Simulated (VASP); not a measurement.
# Ga2O3 (R-3c) in VASP: a series of runs

Runs on Ga2O3. Level: LDA. Tasks: single point, relaxation of shape and atoms at fixed volume.

Program: VASP 6.6.1. These are calculated values, not measurements. Logs are shortened: lines on timing, memory, paths and dates and some standing lists are left out, and cuts for length are marked.

## (1) The cell of the first run

Symmetry: R-3c, No. 167, trigonal system. The conventional cell has a = 5.037 Å, b = 5.037 Å, c = 13.623 Å, α = 90.00°, β = 90.00°, γ = 120.00°. Within 2.6 Å of Ga (site symmetry 3) lie 6 O at 1.95 to 2.09 Å. Within 2.9 Å of O (site symmetry 2) lie 4 Ga at 1.95 to 2.09 Å and 8 O at 2.64 to 2.87 Å.

## (2) Single point, LDA (9.98 Å³/atom)

INCAR reads:

```
  ALGO = Normal
  EDIFF = 1E-6
  ENCUT = 520
  ISIF = 2
  ISMEAR = 0
  LASPH = T
  LCHARG = T
  LELF = T
  LREAL = F
  LVHAR = T
  LWAVE = F
  NBANDS = 55
  NELM = 100
  PREC = Accurate
  SIGMA = 0.02
```

KPOINTS reads:

```
k-points
0
Gamma
  6 6 6
```

POSCAR reads:

```
Ga2O3
1.0
    2.5183273448      1.4539569704      4.5409089542
   -2.5183273448      1.4539569704      4.5409089542
    0.0000000000     -2.9079139408      4.5409089542
Ga O
4 6
Direct
    0.8554981110      0.8554981110      0.8554981110
    0.6445018890      0.6445018890      0.6445018890
    0.1445018890      0.1445018890      0.1445018890
    0.3554981110      0.3554981110      0.3554981110
    0.0526404823      0.4473595177      0.7500000000
    0.7500000000      0.0526404823      0.4473595177
    0.4473595177      0.7500000000      0.0526404823
    0.9473595177      0.5526404823      0.2500000000
    0.2500000000      0.9473595177      0.5526404823
    0.5526404823      0.2500000000      0.9473595177
```

Potentials or basis: VASP PAW LDA potentials, release 64 (Ga_d, O).

Run with:

```
> cat potpaw_LDA.64/Ga_d/POTCAR potpaw_LDA.64/O/POTCAR > POTCAR
> mpirun -np 1 vasp_std > vasp.out
```

OUTCAR:

```text
EDIFF = 1E-6
   ENCUT = 520
   ISIF = 2
   ISMEAR = 0
   LASPH = T
   LREAL = F
   NELM = 100
   PREC = Accurate

 ion  position               nearest neighbor table
   1  0.855  0.855  0.855-   9 1.95   8 1.95  10 1.95   6 2.09   7 2.09   5 2.09   2 2.87
   2  0.645  0.645  0.645-  10 1.95   8 1.95   9 1.95   7 2.09   6 2.09   5 2.09   1 2.87
   3  0.145  0.145  0.145-   6 1.95   5 1.95   7 1.95   9 2.09  10 2.09   8 2.09   4 2.87
   4  0.355  0.355  0.355-   7 1.95   5 1.95   6 1.95  10 2.09   9 2.09   8 2.09   3 2.87
   5  0.053  0.447  0.750-   3 1.95   4 1.95   1 2.09   2 2.09
   6  0.750  0.053  0.447-   3 1.95   4 1.95   1 2.09   2 2.09
   7  0.447  0.750  0.053-   4 1.95   3 1.95   2 2.09   1 2.09
   8  0.947  0.553  0.250-   1 1.95   2 1.95   3 2.09   4 2.09
   9  0.250  0.947  0.553-   1 1.95   2 1.95   3 2.09   4 2.09
  10  0.553  0.250  0.947-   2 1.95   1 1.95   4 2.09   3 2.09

  LATTYP: Found a trigonal (rhomboedric) cell.
 ALAT       =     5.3921997012
 COS(alpha) =     0.5637630763

  Lattice vectors:

 A1 = (   2.5183273448,   1.4539569704,   4.5409089542)
 A2 = (  -2.5183273448,   1.4539569704,   4.5409089542)
 A3 = (   0.0000000000,  -2.9079139408,   4.5409089542)

Analysis of symmetry for initial positions (statically):
=====================================================================
 Subroutine PRICEL returns:
 Original cell was already a primitive cell.

 Routine SETGRP: Setting up the symmetry group for a
 trigonal (rhombohedral) supercell.

 Subroutine GETGRP returns: Found 12 space group operations
 (whereof  6 operations were pure point group operations)
 out of a pool of 12 trial point group operations.

The static configuration has the point symmetry S_6 .
 The point group associated with its full space group is D_3d.

Analysis of symmetry for dynamics (positions and initial velocities):
=====================================================================
 Subroutine PRICEL returns:
 Original cell was already a primitive cell.

 Routine SETGRP: Setting up the symmetry group for a
 trigonal (rhombohedral) supercell.

 Subroutine GETGRP returns: Found 12 space group operations
 (whereof  6 operations were pure point group operations)
 out of a pool of 12 trial point group operations.

The dynamic configuration has the point symmetry S_6 .
 The point group associated with its full space group is D_3d.

 Subroutine INISYM returns: Found 12 space group operations
 (whereof  6 operations are pure point group operations),
 and found     1 'primitive' translations

----------------------------------------------------------------------------------------

                                     Primitive cell

  volume of cell :      99.7603

  direct lattice vectors                    reciprocal lattice vectors
     2.518327345  1.453956970  4.540908954     0.198544483  0.114629711  0.073406742
    -2.518327345  1.453956970  4.540908954    -0.198544483  0.114629711  0.073406742
     0.000000000 -2.907913941  4.540908954     0.000000000 -0.229259421  0.073406742

  length of vectors
     5.392199701  5.392199701  5.392199701     0.240724805  0.240724805  0.240724805

  position of ions in fractional coordinates (direct lattice)
     0.855498111  0.855498111  0.855498111
     0.644501889  0.644501889  0.644501889
     0.144501889  0.144501889  0.144501889
     0.355498111  0.355498111  0.355498111
     0.052640482  0.447359518  0.750000000
     0.750000000  0.052640482  0.447359518
     0.447359518  0.750000000  0.052640482
     0.947359518  0.552640482  0.250000000
     0.250000000  0.947359518  0.552640482
     0.552640482  0.250000000  0.947359518

  ion indices of the primitive-cell ions
   primitive index   ion index
                 1           1
                 2           2
                 3           3
                 4           4
                 5           5
                 6           6
                 7           7
                 8           8
                 9           9
                10          10

----------------------------------------------------------------------------------------

 KPOINTS: k-points

Automatic generation of k-mesh.
 Grid dimensions read from file:
 generate k-points for:    6    6    6

 Generating k-lattice:

  Cartesian coordinates                     Fractional coordinates (reciprocal lattice)
     0.033090747  0.019104952  0.012234457     0.166666667  0.000000000  0.000000000
    -0.033090747  0.019104952  0.012234457     0.000000000  0.166666667  0.000000000
     0.000000000 -0.038209904  0.012234457     0.000000000  0.000000000  0.166666667

  Length of vectors
     0.040120801  0.040120801  0.040120801

  Shift w.r.t. Gamma in fractional coordinates (k-lattice)
     0.000000000  0.000000000  0.000000000

 Subroutine IBZKPT returns following result:
 ===========================================

 Found     32 irreducible k-points:

 Following reciprocal coordinates:
[... 37 lines left out ...]
   POTIM  = 0.5000    time-step for ionic-motion
   TEBEG  =    0.0;   TEEND  =   0.0 temperature during run
   PSTRESS=    0.0 pullay stress
   NELECT =      88.0000    total number of electrons
   NUPDOWN=      -1.0000    fix difference up-down
   EMIN   =  10.00;   EMAX   =-10.00  energy-range for DOS
   EFERMI =   0.00;   METHOD = LEGACY
   ISMEAR =     0;   SIGMA  =   0.02  broadening in eV -4-tet -1-fermi 0-gaus
   EFERMI_NEDOS =   21; number of points for ismear=-14 and -15
   IALGO  =     38    algorithm
   IMIX   =      4    mixing-type and parameters
     AMIX     =   0.40;   BMIX     =  1.00
     AMIX_MAG =   1.60;   BMIX_MAG =  1.00
  volume/ion in A,a.u.               =       9.98        67.32
  Fermi-wavevector in a.u.,A,eV,Ry     =   1.570061  2.966985 33.539597  2.465091
  Thomas-Fermi vector in A             =   2.671850
   LORBIT       =      0    0 simple, 1 ext, 2 COOP (PROOUT), +10 PAW based schemes
   GGA     = CA    functional components
   LHFCALC =     F    Hartree Fock is set to
   AEXX    =    0.0000 exact exchange contribution
   IVDW    =     0    specifies the selected vdW correction
   LEPSILON=     F    determine dielectric tensor
   LRPA    =     F    only Hartree local field effects (RPA)
 non-spin polarized calculation
 Gauss-broadening in eV      SIGMA  =   0.02
  energy-cutoff  :      520.00
  volume of cell :       99.76
 maximum number of plane-waves:      2704
   NGX = 21   NGY = 21   NGZ = 21

 number of electron      87.9999994 magnetization

 Free energy of the ion-electron system (eV)
  ---------------------------------------------------
  ext. energy  EPLUGINS =         0.00000000
  ---------------------------------------------------
  free energy    TOTEN  =       -68.10925023 eV

  energy without entropy =      -68.10925023  energy(sigma->0) =      -68.10925023

 E-fermi :   4.0659     XC(G=0): -12.5657

 val. band max:        3.9076377426   @ k =  -0.1667   0.1667   0.0000
 cond. band min:       6.3445094907   @ k =   0.0000   0.0000   0.0000
 fundamental gap:      2.4368717480
 Fermi energy:         4.0658852430

 k-point     1 :       0.0000    0.0000    0.0000
  band No.  band energies     occupation
      1     -14.6376      2.00000
      2     -12.6847      2.00000
      3     -12.6847      2.00000
      4     -12.6461      2.00000
      5     -12.6127      2.00000
      6     -12.6127      2.00000
[... 47 lines left out ...]
     54      14.5917      0.00000
     55      15.7187      0.00000

 k-point     2 :       0.1667    0.0000   -0.0000
  band No.  band energies     occupation
      1     -14.5133      2.00000
      2     -12.7945      2.00000
      3     -12.6941      2.00000
      4     -12.6864      2.00000
      5     -12.6298      2.00000
      6     -12.6120      2.00000
[... 47 lines left out ...]
     54      15.2170      0.00000
     55      15.5394      0.00000
[... 1216 lines left out ...]
     54      15.6507      0.00000
     55      15.7406      0.00000

 k-point    24 :      -0.3333    0.5000    0.1667
  band No.  band energies     occupation
      1     -13.6234      2.00000
      2     -13.3176      2.00000
      3     -12.9989      2.00000
      4     -12.8858      2.00000
      5     -12.6617      2.00000
      6     -12.6347      2.00000
[... 47 lines left out ...]
     54      15.4890      0.00000
     55      15.8170      0.00000

 [... further k-points ...]

------------------------ aborting loop because EDIFF is reached ----------------------------------------

  FORCE on cell =-STRESS in cart. coord.  units (eV):
  Direction    XX          YY          ZZ          XY          YZ          ZX
  --------------------------------------------------------------------------------------
  -------------------------------------------------------------------------------------
  Total       -6.4555381     -6.4555381     -6.6791036     -0.0000000      0.0000000      0.0000000
  in kB     -103.6776762   -103.6776762   -107.2681969     -0.0000000      0.0000000      0.0000000
  external PRESSURE =    -104.8745164 kB  Pullay stress =       0.0000000 kB

 VOLUME and BASIS-vectors are now :
 -----------------------------------------------------------------------------
  energy-cutoff  :      520.00
  volume of cell :       99.76
      direct lattice vectors                 reciprocal lattice vectors
     2.518327345  1.453956970  4.540908954     0.198544483  0.114629711  0.073406742
    -2.518327345  1.453956970  4.540908954    -0.198544483  0.114629711  0.073406742
     0.000000000 -2.907913941  4.540908954     0.000000000 -0.229259421  0.073406742

 POSITION                                       TOTAL-FORCE (eV/Angst)
 -----------------------------------------------------------------------------------
      0.00000      0.00000     11.65422         0.000000      0.000000     -0.020460
      0.00000      0.00000      8.77987         0.000000      0.000000      0.020460
      0.00000      0.00000      1.96851         0.000000      0.000000      0.020460
      0.00000      0.00000      4.84285         0.000000      0.000000     -0.020460
     -0.99403     -1.45396      5.67614        -0.015830      0.000000      0.000000
      1.75618     -0.13388      5.67614         0.007915     -0.013709     -0.000000
     -0.76215      1.58784      5.67614         0.007915      0.013709     -0.000000
      0.99403      1.45396      7.94659         0.015830      0.000000     -0.000000
     -1.75618      0.13388      7.94659        -0.007915      0.013709     -0.000000
      0.76215     -1.58784      7.94659        -0.007915     -0.013709     -0.000000
 -----------------------------------------------------------------------------------
    total drift:                               -0.000000      0.000000      0.000000

  FREE ENERGIE OF THE ION-ELECTRON SYSTEM (eV)
  ---------------------------------------------------
  free  energy   TOTEN  =       -68.1092502295 eV

  energy  without entropy=      -68.1092502295  energy(sigma->0) =      -68.10925023
```

Run time: 4.4 min. Hardware: 1 thread of Intel Xeon 8259CL, shared host; peak memory 0.28 GiB.

What came out:

| Item | Value |
| --- | --- |
| Free energy | -68.1093 eV |
| Pressure | -10.5 GPa |
| Largest force | 0.020 eV/Å |
| Band gap on the k mesh | 2.44 eV (least direct gap 2.68 eV) |

Forces in eV/Å, atoms in the order of the input:
```
Ga   0.000  0.000 -0.020
Ga   0.000  0.000  0.020
Ga   0.000  0.000  0.020
Ga   0.000  0.000 -0.020
O   -0.016  0.000  0.000
O    0.008 -0.014  0.000
O    0.008  0.014  0.000
O    0.016  0.000  0.000
O   -0.008  0.014  0.000
O   -0.008 -0.014  0.000
```

Stress tensor (GPa, compression positive):
```
-10.37   0.00   0.00
  0.00 -10.37   0.00
  0.00   0.00 -10.73
```

Levels at points of the mesh, in eV from the valence-band top:
```
           k point  band 41  band 42  band 43  band 44  band 45  band 46  band 47  band 48
(0.00, 0.00, 0.00)    -0.31    -0.31    -0.24    -0.24     2.44     6.19     6.44     8.42
(0.50, 0.00, 0.00)    -0.96    -0.96    -0.16    -0.16     5.96     5.96     6.29     6.29
(0.50, 0.50, 0.00)    -0.84    -0.72    -0.27    -0.15     6.09     6.29     7.14     7.22
(0.50, 0.50, 0.50)    -0.29    -0.29    -0.29    -0.29     5.46     5.46     7.35     7.35
```

Caveat: the cell stands under tension. A k mesh can miss the band edges.

## (3) Single point, LDA (10.26 Å³/atom)

This run uses another cell than the first one, of 10.26 Å³/atom.

INCAR reads:

```
PREC = Accurate
ENCUT = 520
EDIFF = 1E-6
ISMEAR = 0
SIGMA = 0.02
LREAL = False
LASPH = True
NELM = 80
ALGO = Normal
ISIF = 2
LWAVE = False
LCHARG = False
GGA = CA
NBANDS = 55
```

KPOINTS reads:

```
regular mesh
0
Gamma
  6 6 6
```

POSCAR reads:

```
Ga2O3
1.0
    2.5396273699      1.4662545456      4.5914281406
   -2.5396273699      1.4662545456      4.5914281406
    0.0000000000     -2.9325090913      4.5914281406
Ga O
4 6
Direct
    0.8553966066      0.8553966066      0.8553966066
    0.6446033934      0.6446033934      0.6446033934
    0.1446033934      0.1446033934      0.1446033934
    0.3553966066      0.3553966066      0.3553966066
    0.0526473646      0.4473526354      0.7500000000
    0.7500000000      0.0526473646      0.4473526354
    0.4473526354      0.7500000000      0.0526473646
    0.9473526354      0.5526473646      0.2500000000
    0.2500000000      0.9473526354      0.5526473646
    0.5526473646      0.2500000000      0.9473526354
```

Potentials or basis: VASP PAW LDA potentials, release 64 (Ga_d, O).

Run with:

```
> cat potpaw_LDA.64/Ga_d/POTCAR potpaw_LDA.64/O/POTCAR > POTCAR
> mpirun -np 1 vasp_std > vasp.out
```

Wall time 4.3 min (1 thread of Intel Xeon 8259CL, shared host); peak memory 0.29 GiB.

Results (log left out):

- Free energy: -67.8814 eV
- Pressure: -15.4 GPa
- Largest force: 0.021 eV/Å
- Band gap on the k mesh: 2.15 eV (least direct gap 2.37 eV)

Forces on the atoms (eV/Å):
```
Ga   0.000  0.000 -0.021
Ga   0.000  0.000  0.021
Ga   0.000  0.000  0.021
Ga   0.000  0.000 -0.021
O   -0.020  0.000  0.000
O    0.010 -0.017  0.000
O    0.010  0.017  0.000
O    0.020  0.000  0.000
O   -0.010  0.017  0.000
O   -0.010 -0.017  0.000
```

Stress tensor (GPa, compression positive):
```
-15.31   0.00   0.00
  0.00 -15.31   0.00
  0.00   0.00 -15.63
```

Levels at points of the mesh, in eV from the valence-band top:
| k point | band 40 | band 41 | band 42 | band 43 | band 44 | band 45 | band 46 | band 47 | band 48 | band 49 |
| --- | --- | --- | --- | --- | --- | --- | --- | --- | --- | --- |
| (0.00, 0.00, 0.00) | -0.37 | -0.30 | -0.30 | -0.22 | -0.22 | 2.15 | 5.93 | 6.26 | 8.17 | 9.44 |
| (0.50, 0.00, 0.00) | -1.17 | -0.93 | -0.93 | -0.16 | -0.16 | 5.69 | 5.69 | 6.05 | 6.05 | 9.31 |
| (0.50, 0.50, 0.00) | -0.96 | -0.81 | -0.72 | -0.27 | -0.15 | 5.80 | 6.02 | 6.90 | 6.92 | 8.16 |
| (0.50, 0.50, 0.50) | -1.43 | -0.28 | -0.28 | -0.28 | -0.28 | 5.20 | 5.20 | 7.08 | 7.08 | 8.87 |

Caveat: the cell stands under tension.

## (4) Relaxation of shape and atoms at fixed volume, LDA (8.56 Å³/atom)

This run uses another cell than the first one, of 8.56 Å³/atom.

INCAR reads:

```
SYSTEM = Ga2O3
  PREC = Accurate
  ENCUT = 600
  EDIFF = 1E-7
  ISMEAR = 0
  SIGMA = 0.02
  LREAL = .FALSE.
  LASPH = .TRUE.
  NELM = 80
  ALGO = Normal
  ISIF = 4
  LWAVE = .FALSE.
  LCHARG = .FALSE.
  GGA = CA
  IBRION = 2
  NSW = 50
  EDIFFG = -0.01
```

KPOINTS reads:

```
Automatic mesh
0
G
  6 6 6
  0 0 0
```

POSCAR reads:

```
Ga2O3
1.0
    2.4050261308      1.3885424840      4.2742811460
   -2.4050261308      1.3885424840      4.2742811460
    0.0000000000     -2.7770849681      4.2742811460
Ga O
4 6
Direct
    0.8562517608      0.8562517608      0.8562517608
    0.6437482392      0.6437482392      0.6437482392
    0.1437482392      0.1437482392      0.1437482392
    0.3562517608      0.3562517608      0.3562517608
    0.0526466490      0.4473533510      0.7500000000
    0.7500000000      0.0526466490      0.4473533510
    0.4473533510      0.7500000000      0.0526466490
    0.9473533510      0.5526466490      0.2500000000
    0.2500000000      0.9473533510      0.5526466490
    0.5526466490      0.2500000000      0.9473533510
```

Run with:

```
> cat potpaw_LDA.64/Ga_d/POTCAR potpaw_LDA.64/O/POTCAR > POTCAR
> mpirun -np 1 vasp_std > vasp.out
```

Wall time 13 min (1 thread of Intel Xeon 8259CL, shared host); peak memory 0.3 GiB.

It converged, with:

| Quantity | Value |
| --- | --- |
| Free energy | -67.4806 eV |
| Energy gained by relaxing | 0.3 meV/atom |
| Ionic steps | 6 |
| Pressure after relaxing | 29.9 GPa |
| Largest force after relaxing | 0.006 eV/Å |
| Band gap on the k mesh | 4.10 eV (least direct gap 4.42 eV) |

Forces in eV/Å, atoms in the order of the input:
```
Ga   0.000  0.000  0.002
Ga   0.000  0.000 -0.002
Ga   0.000  0.000 -0.002
Ga   0.000  0.000  0.002
O   -0.006  0.000  0.000
O    0.003 -0.005  0.000
O    0.003  0.005  0.000
O    0.006  0.000  0.000
O   -0.003  0.005  0.000
O   -0.003 -0.005  0.000
```

Step by step:
| step | energy change (eV) | largest force (eV/Å) | pressure (GPa) | volume (Å³) |
| --- | --- | --- | --- | --- |
| 1 | 0.0000 | 0.0210 | 30.24 | 85.64 |
| 2 | -0.0022 | 0.0690 | 30.03 | 85.64 |
| 3 | -0.0023 | 0.0807 | 30.03 | 85.64 |
| 4 | -0.0030 | 0.0236 | 29.93 | 85.64 |
| 5 | -0.0030 | 0.0260 | 29.94 | 85.64 |
| 6 | -0.0032 | 0.0058 | 29.93 | 85.64 |

Final structure:
```cif
data_structure
_symmetry_space_group_name_H-M 'P 1'
_symmetry_Int_Tables_number 1
_cell_length_a 5.0818
_cell_length_b 5.0818
_cell_length_c 5.0818
_cell_angle_alpha 56.661
_cell_angle_beta 56.661
_cell_angle_gamma 56.661
_cell_volume 85.64
loop_
_atom_site_label
_atom_site_type_symbol
_atom_site_fract_x
_atom_site_fract_y
_atom_site_fract_z
_atom_site_occupancy
Ga1 Ga 0.85672 0.85672 0.85672 1
Ga2 Ga 0.64328 0.64328 0.64328 1
Ga3 Ga 0.14328 0.14328 0.14328 1
Ga4 Ga 0.35672 0.35672 0.35672 1
O1 O 0.05228 0.44772 0.75000 1
O2 O 0.75000 0.05228 0.44772 1
O3 O 0.44772 0.75000 0.05228 1
O4 O 0.94772 0.55228 0.25000 1
O5 O 0.25000 0.94772 0.55228 1
O6 O 0.55228 0.25000 0.94772 1
```

Levels at points of the mesh, in eV from the valence-band top:
```csv
k point,band 42,band 43,band 44,band 45,band 46,band 47
"(0.00, 0.00, 0.00)",-0.34,-0.34,-0.33,4.10,7.30,7.69
"(0.50, 0.00, 0.00)",-1.11,-0.15,-0.15,7.49,7.49,7.72
"(0.50, 0.50, 0.00)",-0.68,-0.21,-0.14,7.86,7.87,8.28
"(0.50, 0.50, 0.50)",-0.38,-0.38,-0.38,6.95,6.95,8.76
```

A k mesh can miss the band edges.

## (5) Overview

| task | cell | cutoff (eV) | gap on the mesh (eV) | pressure (GPa) | largest force (eV/Å) |
| --- | --- | --- | --- | --- | --- |
| single point | a = 5.392 Å, angles 55.7°, 10 atoms, atomic positions A | 520 | 2.44 | -10.5 | 0.02 |
| single point | a = 5.448 Å, angles 55.6°, 10 atoms, atomic positions B | 520 | 2.15 | -15.4 | 0.02 |
| relaxation of shape and atoms at fixed volume | relaxed from a = 5.097 Å, angles 56.3°, 10 atoms, atomic positions C | 600 | 4.10 | 29.9 | 0.01 |

Alike in all rows: level LDA; potentials or basis VASP PAW LDA potentials, release 64 (Ga_d, O); no spin polarisation; k mesh 6 × 6 × 6; smearing gaussian 0.02 eV.

Caveats: the cell stands under tension (at least some runs).

Absolute energies hang on the potentials; compare differences alone.
